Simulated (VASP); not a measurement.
# AlRu (Pm-3m) in VASP: further runs, part 2 of 2

VASP 6.6.1. The steps go on from the part before.

### 4 Relaxation of cell and atoms, r2SCAN

Input file POSCAR:

```
AlRu
1.0
    2.9824954400      0.0000000000      0.0000000000
    0.0000000000      2.9824954400      0.0000000000
    0.0000000000      0.0000000000      2.9824954400
Al Ru
1 1
Direct
    0.0000000000      0.0000000000      0.0000000000
    0.5000000000      0.5000000000      0.5000000000
```

Input file INCAR.step1:

```
SYSTEM = AlRu
PREC = Accurate
ENCUT = 600
ISMEAR = 0
SIGMA = 0.1
LREAL = .False.
LASPH = .True.
NELM = 100
GGA = PE
ALGO = Normal
EDIFF = 1E-4
LWAVE = .True.
LCHARG = .False.
```

Input file INCAR.step2:

```
SYSTEM = AlRu
PREC = Accurate
ENCUT = 600
EDIFF = 1E-7
ISMEAR = 0
SIGMA = 0.1
LREAL = .False.
LASPH = .True.
NELM = 100
ALGO = Normal
ISIF = 3
LWAVE = .False.
LCHARG = .False.
METAGGA = R2SCAN
LMIXTAU = .True.
IBRION = 2
NSW = 100
EDIFFG = -0.002
ISTART = 1
```

Input file KPOINTS:

```
Automatic mesh
0
Gamma
  18 18 18
  0 0 0
```

Potentials or basis: VASP PAW PBE potentials, release 64 (Al, Ru_pv).

Command:

```
cat potpaw_PBE.64/Al/POTCAR potpaw_PBE.64/Ru_pv/POTCAR > POTCAR
cp INCAR.step1 INCAR
mpirun -np 1 vasp_std > vasp.out
cp INCAR.step2 INCAR
mpirun -np 1 vasp_std > vasp.out
```

OUTCAR:

```text
SYSTEM = AlRu
   PREC = Accurate
   ENCUT = 600
   EDIFF = 1E-7
   ISMEAR = 0
   LREAL = .False.
   LASPH = .True.
   NELM = 100
   ISIF = 3
   METAGGA = R2SCAN
   IBRION = 2
   NSW = 100
   EDIFFG = -0.002
   ISTART = 1

 ion  position               nearest neighbor table
   1  0.000  0.000  0.000-   2 2.58   2 2.58   2 2.58   2 2.58   2 2.58   2 2.58   2 2.58   2 2.58

   2  0.500  0.500  0.500-   1 2.58   1 2.58   1 2.58   1 2.58   1 2.58   1 2.58   1 2.58   1 2.58

  LATTYP: Found a simple cubic cell.
 ALAT       =     2.9824954400

  Lattice vectors:

 A1 = (   2.9824954400,   0.0000000000,   0.0000000000)
 A2 = (   0.0000000000,   2.9824954400,   0.0000000000)
 A3 = (   0.0000000000,   0.0000000000,   2.9824954400)

Analysis of symmetry for initial positions (statically):
=====================================================================
 Subroutine PRICEL returns:
 Original cell was already a primitive cell.

 Routine SETGRP: Setting up the symmetry group for a
 simple cubic supercell.

 Subroutine GETGRP returns: Found 48 space group operations
 (whereof 48 operations were pure point group operations)
 out of a pool of 48 trial point group operations.

The static configuration has the point symmetry O_h .

Analysis of symmetry for dynamics (positions and initial velocities):
=====================================================================
 Subroutine PRICEL returns:
 Original cell was already a primitive cell.

 Routine SETGRP: Setting up the symmetry group for a
 simple cubic supercell.

 Subroutine GETGRP returns: Found 48 space group operations
 (whereof 48 operations were pure point group operations)
 out of a pool of 48 trial point group operations.

[... 135 lines left out ...]
  volume of cell :       26.53
 maximum number of plane-waves:       912
 NGX is ok and might be reduce to    24
   NGX = 11   NGY = 11   NGZ = 11

--------------------------------------- Ionic step        1  -------------------------------------------

 number of electron      16.9999996 magnetization

 Free energy of the ion-electron system (eV)
  ---------------------------------------------------
  ext. energy  EPLUGINS =         0.00000000
  ---------------------------------------------------
  free energy    TOTEN  =       -33.61376421 eV

  energy without entropy =      -33.60692928  energy(sigma->0) =      -33.61034675

------------------------ aborting loop because EDIFF is reached ----------------------------------------

  FORCE on cell =-STRESS in cart. coord.  units (eV):
  Direction    XX          YY          ZZ          XY          YZ          ZX
  --------------------------------------------------------------------------------------
  -------------------------------------------------------------------------------------
  Total        0.0095948      0.0095948      0.0095948     -0.0000000     -0.0000000      0.0000000
  in kB        0.5794409      0.5794409      0.5794409     -0.0000000     -0.0000000      0.0000000
  external PRESSURE =       0.5794409 kB  Pullay stress =       0.0000000 kB
[... 59 lines left out ...]
--------------------------------------- Ionic step        3  -------------------------------------------

 number of electron      16.9999996 magnetization

 Free energy of the ion-electron system (eV)
  ---------------------------------------------------
  ext. energy  EPLUGINS =         0.00000000
  ---------------------------------------------------
  free energy    TOTEN  =       -33.61376558 eV

  energy without entropy =      -33.60692701  energy(sigma->0) =      -33.61034630

 E-fermi :  10.6761     XC(G=0): -13.6670

 val. band max:       10.6694816331   @ k =   0.1667   0.1111   0.0000
 cond. band min:      10.6777249828   @ k =   0.1111   0.1111   0.0000
 fundamental gap:      0.0082433497
 Fermi energy:        10.6760555183

 k-point     1 :       0.0000    0.0000    0.0000
  band No.  band energies     occupation
      1     -32.3913      2.00000
      2     -32.3913      2.00000
      3     -32.3913      2.00000
      4       0.4670      2.00000
      5       6.9573      2.00000
      6       6.9573      2.00000
      7      10.8618      0.00863
      8      10.8618      0.00863
      9      10.8618      0.00863
     10      17.2527      0.00000
     11      17.2527      0.00000
     12      17.2527      0.00000
[... 331 lines left out ...]
 k-point    24 :       0.3333    0.1111    0.0000
  band No.  band energies     occupation
      1     -32.5680      2.00000
      2     -32.4031      2.00000
      3     -32.3733      2.00000
      4       2.7727      2.00000
      5       6.6919      2.00000
      6       7.6947      2.00000
      7       9.1936      2.00000
      8       9.3984      2.00000
      9      10.8069      0.06434
     10      13.5919      0.00000
     11      18.5739      0.00000
     12      20.3234      0.00000

 [... further k-points ...]

------------------------ aborting loop because EDIFF is reached ----------------------------------------

  FORCE on cell =-STRESS in cart. coord.  units (eV):
  Direction    XX          YY          ZZ          XY          YZ          ZX
  --------------------------------------------------------------------------------------
  -------------------------------------------------------------------------------------
  Total       -0.0018361     -0.0018361     -0.0018361      0.0000000      0.0000000     -0.0000000
  in kB       -0.1108540     -0.1108540     -0.1108540      0.0000000      0.0000000     -0.0000000
  external PRESSURE =      -0.1108540 kB  Pullay stress =       0.0000000 kB
[... 17 lines left out ...]
  FREE ENERGIE OF THE ION-ELECTRON SYSTEM (eV)
  ---------------------------------------------------
  free  energy   TOTEN  =       -33.6137655824 eV

  energy  without entropy=      -33.6069270103  energy(sigma->0) =      -33.61034630

 reached required accuracy - stopping structural energy minimisation
```

OUTCAR.step1:

```text
SYSTEM = AlRu
   PREC = Accurate
   ENCUT = 600
   ISMEAR = 0
   LREAL = .False.
   LASPH = .True.
[... 583 lines left out ...]
      0.00000      0.00000      0.00000         0.000000      0.000000      0.000000
      1.49125      1.49125      1.49125         0.000000      0.000000      0.000000
 -----------------------------------------------------------------------------------
    total drift:                                0.000000     -0.000000     -0.000000

  FREE ENERGIE OF THE ION-ELECTRON SYSTEM (eV)
  ---------------------------------------------------
  free  energy   TOTEN  =       -14.2565698035 eV

  energy  without entropy=      -14.2493824014  energy(sigma->0) =      -14.25297610
```

OSZICAR.step1:

```text
N       E                     dE             d eps       ncg     rms          rms(c)
DAV:   1     0.127349836338E+03    0.12735E+03   -0.10287E+04  5352   0.147E+03
DAV:   2    -0.122764040712E+02   -0.13963E+03   -0.13399E+03  5548   0.374E+02
DAV:   3    -0.149090512196E+02   -0.26326E+01   -0.25544E+01  6284   0.521E+01
DAV:   4    -0.149327472335E+02   -0.23696E-01   -0.23676E-01  6096   0.504E+00
DAV:   5    -0.149331511404E+02   -0.40391E-03   -0.40390E-03  6308   0.640E-01    0.125E+01
DAV:   6    -0.143396295309E+02    0.59352E+00   -0.36087E+00  5592   0.218E+01    0.237E+00
DAV:   7    -0.142720636535E+02    0.67566E-01   -0.27460E-01  5604   0.627E+00    0.211E+00
DAV:   8    -0.142567499584E+02    0.15314E-01   -0.18583E-02  5848   0.146E+00    0.187E-01
DAV:   9    -0.142565720313E+02    0.17793E-03   -0.42390E-04  6108   0.209E-01    0.131E-01
DAV:  10    -0.142565698035E+02    0.22278E-05   -0.26884E-05  2908   0.763E-02
   1 F= -.14256570E+02 E0= -.14252976E+02  d E =-.718740E-02
```

Run time: 4.5 min. Hardware: 1 thread of Intel Xeon Platinum 8259CL at 2.50GHz (Skylake/Cascade Lake), shared host; peak memory 0.22 GiB.

What came out:

```
Free energy                           : -33.6138 eV
Relaxed volume                        : 13.27 Å³/atom
Relaxed cell                          : a = 2.983 Å, b = 2.983 Å, c = 2.983 Å, α = 90.00°, β = 90.00°, γ = 90.00°
Space group after relaxing (to 0.1 Å) : Pm-3m (No. 221)
Energy gained by relaxing             : 0.0 meV/atom
Ionic steps                           : 3
Pressure after relaxing               : 0.0 GPa
Band gap on the k mesh                : zero (an odd number of electrons rules out a gap without spin polarisation)
```

Final structure:
```
Al Ru
1.0
     2.98276    0.00000    0.00000
     0.00000    2.98276    0.00000
     0.00000    0.00000    2.98276
Al Ru
1 1
Cartesian
  0.0000 0.0000 0.0000
  1.4914 1.4914 1.4914
```

Caveat: the PAW data sets were made with another functional, which shifts forces and pressure a little.

### 5 The runs side by side

```csv
task,cell,cutoff (eV),smearing,gap on the mesh (eV),pressure (GPa)
single point,"a = 2.982 Å, 2 atoms",520,gaussian 0.1 eV,none,0.1
single point,"a = 2.984 Å, 2 atoms",520,fermi-dirac 0.15 eV,none,0.1
relaxation of cell and atoms,"relaxed from a = 2.982 Å, 2 atoms",600,gaussian 0.1 eV,none,0.0
```

Alike in all rows: level r2SCAN; potentials or basis VASP PAW PBE potentials, release 64 (Al, Ru_pv); no spin polarisation; k mesh 18 × 18 × 18.

Caveats: the PAW data sets were made with another functional, which shifts forces and pressure a little.

Total energies depend on the potentials used, so only differences within one code and one set of settings carry meaning.
